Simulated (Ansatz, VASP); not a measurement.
# One calculation of CdS, two programs

```xyz
2
Lattice="0.0000 2.8227 2.9100 2.9100 0.0000 2.9100 2.9100 2.8227 0.0000" Properties=species:S:1:pos:R:3 pbc="T T T"
Cd    0.0000    0.0000    0.0000
S     4.3650    4.2340    4.3650
```

Change from the starting cell: strain -0.0300 x Voigt [0, 1, 0, 0, 0, 0], atoms carried along.

Alike in both runs: task single point; functional r2SCAN; k mesh 8 × 8 × 8; occupations gaussian, width 0.05 eV; no spin polarisation.

```csv
,VASP,Ansatz
version,VASP 6.6.1,Ansatz 0.2.0
potentials or method,"VASP PAW PBE potentials, release 64 (Cd, S), cutoff 520 eV","scalar-relativistic, plane waves, PAW"
valence electrons in the cell,18,26
```

Ansatz gave:

```
gap on the k mesh at the Fermi level (eV)                     : 1.62
least direct gap on the mesh (eV)                             : 1.62
pressure (GPa)                                                : 4.1
traceless stress, the component that is largest in VASP (GPa) : 0.25
```

Question: Estimate VASP's values.

Answer: gap on the k mesh at the Fermi level (eV): 1.62; least direct gap on the mesh (eV): 1.62; pressure (GPa): 4.5; traceless stress, the component that is largest in VASP (GPa): 0.24.

VASP's potentials were made for PBE, not for r2SCAN. VASP's potentials hold 18 valence electrons a cell and Ansatz's 26, so a difference there can come from the potentials and not from the codes.
